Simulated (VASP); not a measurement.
# Fe (Pm-3m) in VASP: notebook

Fe is run at these levels: r2SCAN; tasks: single point, relaxation of cell and atoms.

All numbers are computed with VASP 6.6.1; they aren't measurements. Logs are shortened: lines on timing, memory, paths and dates and some standing lists are left out, and cuts for length are marked.

## (1) The cell of the first run

The structure is cubic, space group Pm-3m (No. 221). The conventional cell has a = 2.269 Å, b = 2.269 Å, c = 2.269 Å, α = 90.00°, β = 90.00°, γ = 90.00°. Within 3.0 Å of Fe (site symmetry m-3m) lie 6 Fe at 2.27 Å.

## (2) Single point, r2SCAN (volume scaled by 1.04)

File POSCAR:

```
Fe
1.0
    2.2686417448      0.0000000000      0.0000000000
    0.0000000000      2.2686417448      0.0000000000
    0.0000000000      0.0000000000      2.2686417448
Fe
1
Direct
    0.0000000000      0.0000000000      0.0000000000
```

File INCAR.step1:

```
PREC = Accurate ; ENCUT = 520
ISMEAR = -1 ; SIGMA = 0.1
LREAL = F ; LASPH = T
NELM = 80 ; NBANDS = 10
GGA = PE ; ALGO = Normal
EDIFF = 1E-4 ; LWAVE = T
LCHARG = F
```

File INCAR.step2:

```
PREC = Accurate ; ENCUT = 520
EDIFF = 1E-7 ; ISMEAR = -1
SIGMA = 0.1 ; LREAL = F
LASPH = T ; NELM = 80
ALGO = Normal ; ISIF = 2
LWAVE = F ; LCHARG = T
METAGGA = R2SCAN ; LMIXTAU = T
LELF = T ; LVHAR = T
NBANDS = 10 ; ISTART = 1
```

File KPOINTS:

```
Automatic mesh
0
Gamma
  16 16 16
```

Potentials or basis: VASP PAW PBE potentials, release 64 (Fe).

Started as:

```sh
$ cat potpaw_PBE.64/Fe/POTCAR > POTCAR
$ cp INCAR.step1 INCAR
$ mpirun -np 1 vasp_std > vasp.out
$ cp INCAR.step2 INCAR
$ mpirun -np 1 vasp_std > vasp.out
```

OUTCAR:

```text
PREC = Accurate
   ENCUT = 520
   EDIFF = 1E-7
   ISMEAR = -1
   LREAL = F
   LASPH = T
   NELM = 80
   ISIF = 2
   METAGGA = R2SCAN
   ISTART = 1

 ion  position               nearest neighbor table
   1  0.000  0.000  0.000-

  LATTYP: Found a simple cubic cell.
 ALAT       =     2.2686417448

  Lattice vectors:

 A1 = (   2.2686417448,   0.0000000000,   0.0000000000)
 A2 = (   0.0000000000,   2.2686417448,   0.0000000000)
 A3 = (   0.0000000000,   0.0000000000,   2.2686417448)

Analysis of symmetry for initial positions (statically):
=====================================================================
 Subroutine PRICEL returns:
 Original cell was already a primitive cell.

 Routine SETGRP: Setting up the symmetry group for a
 simple cubic supercell.

 Subroutine GETGRP returns: Found 48 space group operations
 (whereof 48 operations were pure point group operations)
 out of a pool of 48 trial point group operations.

The static configuration has the point symmetry O_h .

Analysis of symmetry for dynamics (positions and initial velocities):
=====================================================================
 Subroutine PRICEL returns:
 Original cell was already a primitive cell.

 Routine SETGRP: Setting up the symmetry group for a
 simple cubic supercell.

 Subroutine GETGRP returns: Found 48 space group operations
 (whereof 48 operations were pure point group operations)
 out of a pool of 48 trial point group operations.

The dynamic configuration has the point symmetry O_h .

 Subroutine INISYM returns: Found 48 space group operations
 (whereof 48 operations are pure point group operations),
 and found     1 'primitive' translations

----------------------------------------------------------------------------------------

                                     Primitive cell

  volume of cell :      11.6761

  direct lattice vectors                    reciprocal lattice vectors
     2.268641745  0.000000000  0.000000000     0.440792383  0.000000000  0.000000000
     0.000000000  2.268641745  0.000000000     0.000000000  0.440792383  0.000000000
     0.000000000  0.000000000  2.268641745     0.000000000  0.000000000  0.440792383

  length of vectors
     2.268641745  2.268641745  2.268641745     0.440792383  0.440792383  0.440792383

  position of ions in fractional coordinates (direct lattice)
     0.000000000  0.000000000  0.000000000

  ion indices of the primitive-cell ions
   primitive index   ion index
                 1           1

----------------------------------------------------------------------------------------

 KPOINTS: Automatic mesh

Automatic generation of k-mesh.
 Grid dimensions read from file:
 generate k-points for:   16   16   16

 Generating k-lattice:

  Cartesian coordinates                     Fractional coordinates (reciprocal lattice)
     0.027549524  0.000000000  0.000000000     0.062500000  0.000000000  0.000000000
     0.000000000  0.027549524  0.000000000     0.000000000  0.062500000  0.000000000
     0.000000000  0.000000000  0.027549524     0.000000000  0.000000000  0.062500000

  Length of vectors
     0.027549524  0.027549524  0.027549524

  Shift w.r.t. Gamma in fractional coordinates (k-lattice)
     0.000000000  0.000000000  0.000000000

 Subroutine IBZKPT returns following result:
 ===========================================

 Found    165 irreducible k-points:

 Following reciprocal coordinates:
            Coordinates               Weight
  0.000000  0.000000  0.000000      1.000000
  0.062500  0.000000  0.000000      6.000000
  0.125000  0.000000  0.000000      6.000000
  0.187500  0.000000  0.000000      6.000000
  0.250000  0.000000  0.000000      6.000000
  0.312500  0.000000  0.000000      6.000000
[... 16 lines left out ...]
  0.437500  0.125000  0.000000     24.000000
  0.500000  0.125000  0.000000     12.000000
 [... further k-points ...]
   k-points           NKPTS =    165   k-points in BZ     NKDIM =    165   number of bands    NBANDS=     10
[... 44 lines left out ...]

 val. band max:        5.6928785989   @ k =   0.3125   0.2500   0.0000
 cond. band min:       5.7004580193   @ k =   0.3125   0.3125   0.0000
 fundamental gap:      0.0075794203
 Fermi energy:         5.6999848871

 k-point     1 :       0.0000    0.0000    0.0000
  band No.  band energies     occupation
      1      -2.9995      2.00000
      2       1.6710      2.00000
      3       1.6710      2.00000
      4       6.7157      0.00008
      5       6.7157      0.00008
      6       6.7157      0.00008
      7      27.5349      0.00000
      8      27.5349      0.00000
      9      27.5349      0.00000
     10      31.2731      0.00000

 k-point     2 :       0.0625    0.0000    0.0000
  band No.  band energies     occupation
      1      -2.8673      2.00000
      2       1.6953      2.00000
      3       1.7497      2.00000
      4       6.6471      0.00015
      5       6.6471      0.00015
      6       6.7211      0.00007
      7      25.8516      0.00000
      8      27.7194      0.00000
      9      27.7194      0.00000
     10      31.2626      0.00000

 k-point     3 :       0.1250    0.0000    0.0000
  band No.  band energies     occupation
      1      -2.4800      2.00000
      2       1.7648      2.00000
      3       1.9786      2.00000
      4       6.4554      0.00105
      5       6.4554      0.00105
      6       6.7363      0.00006
      7      23.0994      0.00000
      8      28.2601      0.00000
      9      28.2601      0.00000
     10      31.2306      0.00000

 k-point     4 :       0.1875    0.0000    0.0000
  band No.  band energies     occupation
      1      -1.8653      2.00000
      2       1.8704      2.00000
      3       2.3367      2.00000
      4       6.1778      0.01669
      5       6.1778      0.01669
      6       6.7593      0.00005
      7      20.3375      0.00000
      8      29.1233      0.00000
      9      29.1233      0.00000
     10      31.1777      0.00000
[... 222 lines left out ...]
 k-point    22 :       0.3750    0.1250    0.0000
  band No.  band energies     occupation
      1       1.0498      2.00000
      2       2.4934      2.00000
      3       3.4474      2.00000
      4       5.3598      1.93555
      5       5.7751      0.64102
      6       6.6094      0.00022
      7      13.7915      0.00000
      8      27.1013      0.00000
      9      32.7412      0.00000
     10      33.8238      0.00000

 k-point    23 :       0.4375    0.1250    0.0000
  band No.  band energies     occupation
      1       1.7242      2.00000
      2       2.6124      2.00000
      3       3.2855      2.00000
      4       5.2022      1.98632
      5       6.2665      0.00690
      6       6.6280      0.00019
      7      12.2695      0.00000
      8      28.0266      0.00000
      9      32.4904      0.00000
     10      33.6652      0.00000

 k-point    24 :       0.5000    0.1250    0.0000
  band No.  band energies     occupation
      1       2.0098      2.00000
      2       2.7137      2.00000
      3       3.1047      2.00000
      4       5.1476      1.99205
      5       6.5502      0.00041
      6       6.6345      0.00017
      7      11.6532      0.00000
      8      28.4724      0.00000
      9      32.1619      0.00000
     10      33.4338      0.00000

 [... further k-points ...]
[... 5 lines left out ...]
  --------------------------------------------------------------------------------------
  -------------------------------------------------------------------------------------
  Total       -0.5794281     -0.5794281     -0.5794281      0.0000000      0.0000000     -0.0000000
  in kB      -79.5082889    -79.5082889    -79.5082889      0.0000000      0.0000000     -0.0000000
  external PRESSURE =     -79.5082889 kB  Pullay stress =       0.0000000 kB

 VOLUME and BASIS-vectors are now :
 -----------------------------------------------------------------------------
  energy-cutoff  :      520.00
  volume of cell :       11.68
      direct lattice vectors                 reciprocal lattice vectors
     2.268641745  0.000000000  0.000000000     0.440792383  0.000000000  0.000000000
     0.000000000  2.268641745  0.000000000     0.000000000  0.440792383  0.000000000
     0.000000000  0.000000000  2.268641745     0.000000000  0.000000000  0.440792383

 POSITION                                       TOTAL-FORCE (eV/Angst)
 -----------------------------------------------------------------------------------
      0.00000      0.00000      0.00000         0.000000      0.000000      0.000000
 -----------------------------------------------------------------------------------
    total drift:                               -0.000000      0.000000      0.000000

  FREE ENERGIE OF THE ION-ELECTRON SYSTEM (eV)
  ---------------------------------------------------
  free  energy   TOTEN  =       -12.6461551284 eV

  energy  without entropy=      -12.5702517172  energy(sigma->0) =      -12.60820342
```

Run time: 25 s. Hardware: 1 thread of Intel Xeon 6975P-C (Granite Rapids), shared host; peak memory 0.13 GiB.

What came out:

- Free energy: -12.6462 eV
- Pressure: -8.0 GPa
- Band gap on the k mesh: zero (band 4 reaches 7.79 eV, above the bottom of band 5 at 5.01 eV)

Caveat: the cell differs from its parent crystal (volume scaled by 1.04); the PAW data sets were made with another functional, which shifts forces and pressure a little; the run has no spin polarisation, though such a crystal can be magnetic.

## (3) Single point, r2SCAN (volume scaled by 1.08)

File POSCAR:

```
Fe
1.0
    2.2973617778      0.0000000000      0.0000000000
    0.0000000000      2.2973617778      0.0000000000
    0.0000000000      0.0000000000      2.2973617778
Fe
1
Direct
    0.0000000000      0.0000000000      0.0000000000
```

File INCAR.step1:

```
  PREC = Accurate
  ENCUT = 520
  ISMEAR = -1
  SIGMA = 0.1
  LREAL = False
  LASPH = True
  NELM = 100
  NBANDS = 10
  GGA = PE
  ALGO = Normal
  EDIFF = 1E-4
  LWAVE = True
  LCHARG = False
```

File INCAR.step2:

```
  PREC = Accurate
  ENCUT = 520
  EDIFF = 1E-7
  ISMEAR = -1
  SIGMA = 0.1
  LREAL = False
  LASPH = True
  NELM = 100
  ALGO = Normal
  ISIF = 2
  LWAVE = False
  LCHARG = False
  METAGGA = R2SCAN
  LMIXTAU = True
  NBANDS = 10
  ISTART = 1
```

KPOINTS is that of step 2.

Potentials or basis: VASP PAW PBE potentials, release 64 (Fe).

Started as:

```sh
$ cat potpaw_PBE.64/Fe/POTCAR > POTCAR
$ cp INCAR.step1 INCAR
$ mpirun -np 1 vasp_std > vasp.out
$ cp INCAR.step2 INCAR
$ mpirun -np 1 vasp_std > vasp.out
```

Run time: 25 s. Hardware: 1 thread of Intel Xeon 6975P-C (Granite Rapids), shared host; peak memory 0.13 GiB.

Results (log left out):

```yaml
Free_energy: -12.6142 eV
Pressure: -14.6 GPa
Band_gap_on_the_k_mesh: zero (band 4 reaches 7.28 eV, above the bottom of band 5 at 4.66 eV)
```

Levels at points of the mesh, in eV from the Fermi level:
```csv
k point,band 1,band 2,band 3,band 4,band 5,band 6,band 7,band 8
"(0.00, 0.00, 0.00)",-8.47,-3.83,-3.83,0.96,0.96,0.96,21.33,21.33
"(0.50, 0.00, 0.00)",-3.95,-3.20,-1.27,-0.56,-0.56,1.10,5.65,24.78
"(0.50, 0.50, 0.00)",-4.74,-2.62,-0.24,-0.24,1.89,5.90,5.90,12.48
"(0.50, 0.50, 0.50)",-3.37,-3.37,-3.37,1.97,1.97,13.54,13.77,13.77
```

Caveat: the cell differs from its parent crystal (volume scaled by 1.08); the PAW data sets were made with another functional, which shifts forces and pressure a little; the run has no spin polarisation, though such a crystal can be magnetic. Spin polarisation is off, so any magnetic state and its effect on volume and gap are missing.

## (4) Single point, r2SCAN (volume scaled by 1.12)

File POSCAR:

```
Fe
1.0
    2.3253811463      0.0000000000      0.0000000000
    0.0000000000      2.3253811463      0.0000000000
    0.0000000000      0.0000000000      2.3253811463
Fe
1
Direct
    0.0000000000      0.0000000000      0.0000000000
```

File INCAR.step1:

```
SYSTEM = Fe
  PREC = Accurate
  ENCUT = 520
  ISMEAR = -1
  SIGMA = 0.1
  LREAL = .False.
  LASPH = .True.
  NELM = 60
  NBANDS = 10
  GGA = PE
  ALGO = Normal
  EDIFF = 1E-4
  LWAVE = .True.
  LCHARG = .False.
```

File INCAR.step2:

```
SYSTEM = Fe
  PREC = Accurate
  ENCUT = 520
  EDIFF = 1E-7
  ISMEAR = -1
  SIGMA = 0.1
  LREAL = .False.
  LASPH = .True.
  NELM = 60
  ALGO = Normal
  ISIF = 2
  LWAVE = .False.
  LCHARG = .False.
  METAGGA = R2SCAN
  LMIXTAU = .True.
  NBANDS = 10
  ISTART = 1
```

File KPOINTS:

```
Automatic mesh
0
Gamma
  16 16 16
  0 0 0
```

Started as:

```sh
$ cat potpaw_PBE.64/Fe/POTCAR > POTCAR
$ cp INCAR.step1 INCAR
$ mpirun -np 1 vasp_std > vasp.out
$ cp INCAR.step2 INCAR
$ mpirun -np 1 vasp_std > vasp.out
```

It took 24 s on 1 thread of Intel Xeon 6975P-C (Granite Rapids), shared host; peak memory 0.13 GiB.

Results (log left out):

* Free energy: -12.5657 eV
* Pressure: -19.9 GPa
* Band gap on the k mesh: zero (band 4 reaches 6.82 eV, above the bottom of band 5 at 4.34 eV)

Levels at points of the mesh, in eV from the Fermi level:
| k point | band 1 | band 2 | band 3 | band 4 | band 5 | band 6 | band 7 | band 8 | band 9 |
| --- | --- | --- | --- | --- | --- | --- | --- | --- | --- |
| (0.00, 0.00, 0.00) | -8.25 | -3.65 | -3.65 | 0.92 | 0.92 | 0.92 | 20.86 | 20.86 | 20.86 |
| (0.50, 0.00, 0.00) | -3.83 | -3.05 | -1.19 | -0.53 | -0.53 | 1.04 | 5.39 | 24.43 | 27.83 |
| (0.50, 0.50, 0.00) | -4.48 | -2.52 | -0.23 | -0.23 | 1.79 | 5.75 | 5.75 | 12.23 | 13.94 |
| (0.50, 0.50, 0.50) | -3.18 | -3.18 | -3.18 | 1.87 | 1.87 | 13.33 | 13.33 | 13.33 | 13.49 |

Caveat: the cell differs from its parent crystal (volume scaled by 1.12); the PAW data sets were made with another functional, which shifts forces and pressure a little; the run has no spin polarisation, though such a crystal can be magnetic.

## (5) Single point, r2SCAN

This run uses another cell than the first one, of 11.23 Å³/atom, 0.962 times its volume.

File POSCAR:

```
Fe
1.0
    2.2391755298      0.0000000000      0.0000000000
    0.0000000000      2.2391755298      0.0000000000
    0.0000000000      0.0000000000      2.2391755298
Fe
1
Direct
    0.0000000000      0.0000000000      0.0000000000
```

File INCAR.step1:

```
SYSTEM = Fe
PREC = Accurate ; ENCUT = 520
ISMEAR = -1 ; SIGMA = 0.1
LREAL = .FALSE. ; LASPH = .TRUE.
NELM = 100 ; NBANDS = 10
GGA = PE ; ALGO = Normal
EDIFF = 1E-4 ; LWAVE = .TRUE.
LCHARG = .FALSE.
```

File INCAR.step2:

```
SYSTEM = Fe
PREC = Accurate ; ENCUT = 520
EDIFF = 1E-6 ; ISMEAR = -1
SIGMA = 0.1 ; LREAL = .FALSE.
LASPH = .TRUE. ; NELM = 100
ALGO = Normal ; ISIF = 2
LWAVE = .FALSE. ; LCHARG = .FALSE.
METAGGA = R2SCAN ; LMIXTAU = .TRUE.
NBANDS = 10 ; ISTART = 1
```

File KPOINTS:

```
regular mesh
0
G
  23 23 23
  0 0 0
```

Started as:

```sh
$ cat potpaw_PBE.64/Fe/POTCAR > POTCAR
$ cp INCAR.step1 INCAR
$ mpirun -np 1 vasp_std > vasp.out
$ cp INCAR.step2 INCAR
$ mpirun -np 1 vasp_std > vasp.out
```

Run time: 44 s. Hardware: 1 thread of Intel Xeon 6975P-C (Granite Rapids), shared host; peak memory 0.16 GiB.

Results (log left out):

```yaml
Free_energy: -12.6571 eV
Pressure: 0.2 GPa
Band_gap_on_the_k_mesh: zero (band 4 reaches 8.29 eV, above the bottom of band 5 at 5.35 eV)
```

Levels at points of the mesh, in eV from the Fermi level:
```csv
k point,band 2,band 3,band 4,band 5,band 6,band 7
"(0.00, 0.00, 0.00)",-4.25,-4.25,1.07,1.07,1.07,22.37
```

Caveat: the PAW data sets were made with another functional, which shifts forces and pressure a little; the run has no spin polarisation, though such a crystal can be magnetic.

## (6) Relaxation of cell and atoms, r2SCAN

This run uses another cell than the first one, of 12.72 Å³/atom, 1.089 times its volume.

File POSCAR:

```
Fe
1.0
    2.3342634294      0.0000000000      0.0000000000
    0.0000000000      2.3342634294      0.0000000000
    0.0000000000      0.0000000000      2.3342634294
Fe
1
Direct
    0.0000000000      0.0000000000      0.0000000000
```

File INCAR.step1:

```
SYSTEM = Fe
ALGO = Normal
EDIFF = 1E-4
ENCUT = 600
GGA = PE
ISMEAR = -1
LASPH = .TRUE.
LCHARG = .FALSE.
LREAL = .FALSE.
LWAVE = .TRUE.
NELM = 60
PREC = Accurate
SIGMA = 0.1
```

File INCAR.step2:

```
SYSTEM = Fe
ALGO = Normal
EDIFF = 1E-6
EDIFFG = -0.01
ENCUT = 600
IBRION = 2
ISIF = 3
ISMEAR = -1
ISTART = 1
LASPH = .TRUE.
LCHARG = .FALSE.
LMIXTAU = .TRUE.
LREAL = .FALSE.
LWAVE = .FALSE.
METAGGA = R2SCAN
NELM = 60
NSW = 80
PREC = Accurate
SIGMA = 0.1
```

File KPOINTS:

```
k-points
0
G
  13 13 13
  0 0 0
```

Potentials or basis: VASP PAW PBE potentials, release 64 (Fe).

Started as:

```sh
$ cat potpaw_PBE.64/Fe/POTCAR > POTCAR
$ cp INCAR.step1 INCAR
$ mpirun -np 1 vasp_std > vasp.out
$ cp INCAR.step2 INCAR
$ mpirun -np 1 vasp_std > vasp.out
```

Wall time 52 s (1 thread of Intel Xeon 6975P-C (Granite Rapids), shared host); peak memory 0.14 GiB.

Results (log left out):

* Free energy: -12.6560 eV
* Relaxed volume: 11.25 Å³/atom
* Relaxed cell: a = 2.241 Å, b = 2.241 Å, c = 2.241 Å, α = 90.00°, β = 90.00°, γ = 90.00°
* Space group after relaxing (to 0.05 Å): Pm-3m (No. 221)
* Energy gained by relaxing: 110.4 meV/atom
* Ionic steps: 4
* Pressure after relaxing: -0.1 GPa
* Band gap on the k mesh: zero (band 4 reaches 8.16 eV, above the bottom of band 5 at 5.48 eV)

The path:
```
step  energy change (eV)  largest force (eV/Å)  pressure (GPa)  volume (Å³)
   1              0.0000                0.0000          -21.46        12.72
   2              0.0506                0.0000           41.38         9.83
   3             -0.1103                0.0000           -0.83        11.28
   4             -0.1104                0.0000           -0.09        11.25
```

Final structure:
```
Fe
1.0
     2.24059    0.00000    0.00000
     0.00000    2.24059    0.00000
     0.00000    0.00000    2.24059
Fe
1
Direct
  0.00000 0.00000 0.00000
```

Levels at points of the mesh, in eV from the Fermi level:
```tsv
k point	band 1	band 2	band 3	band 4	band 5	band 6	band 7	band 8
(0.00, 0.00, 0.00)	-8.93	-4.24	-4.24	1.07	1.07	1.07	22.34	22.34
```

Caveat: the PAW data sets were made with another functional, which shifts forces and pressure a little; the run has no spin polarisation, though such a crystal can be magnetic. Spin polarisation is off, so any magnetic state and its effect on volume and gap are missing.

## (7) Overview

```csv
task,cell,k mesh,cutoff (eV),gap on the mesh (eV),pressure (GPa)
single point,"a = 2.269 Å, 1 atom",16 × 16 × 16,520,none,-8.0
single point,"a = 2.297 Å, 1 atom",16 × 16 × 16,520,none,-14.6
single point,"a = 2.325 Å, 1 atom",16 × 16 × 16,520,none,-19.9
single point,"a = 2.239 Å, 1 atom",23 × 23 × 23,520,none,0.2
relaxation of cell and atoms,"relaxed from a = 2.334 Å, 1 atom",13 × 13 × 13,600,none,-0.1
```

Alike in all rows: level r2SCAN; potentials or basis VASP PAW PBE potentials, release 64 (Fe); no spin polarisation; smearing fermi-dirac 0.1 eV.

Caveats: the PAW data sets were made with another functional, which shifts forces and pressure a little; the run has no spin polarisation, though such a crystal can be magnetic.

Total energies depend on the potentials used, so only differences within one code and one set of settings carry meaning.
